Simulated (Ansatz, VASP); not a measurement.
# One calculation of Sc, two programs

```xyz
1
Lattice="-1.8387 1.8387 1.8387 1.8387 -1.8387 1.8387 1.8387 1.8387 -1.8387" Properties=species:S:1:pos:R:3 pbc="T T T"
Sc    0.0000    0.0000    0.0000
```

Alike in both runs: functional PBE; k mesh 13 × 13 × 13; occupations fermi-dirac, width 0.05 eV; no spin polarisation.

Ansatz relaxed the structure, and its values are those at the end. VASP's run is a single point on that final structure, the one shown.

```csv
,VASP,Ansatz
version,VASP 6.6.1,Ansatz 0.2.0
potentials or method,"VASP PAW PBE potentials, release 64 (Sc_sv)","PAW with Ansatz's default frozen-core files, scalar-relativistic"
plane-wave cutoff (eV),500,420
valence electrons in the cell,11,11
```

|  | VASP | Ansatz | Ansatz less VASP |
| --- | --- | --- | --- |
| pressure (GPa) | 0.0 | 0.0 | -0.02 |
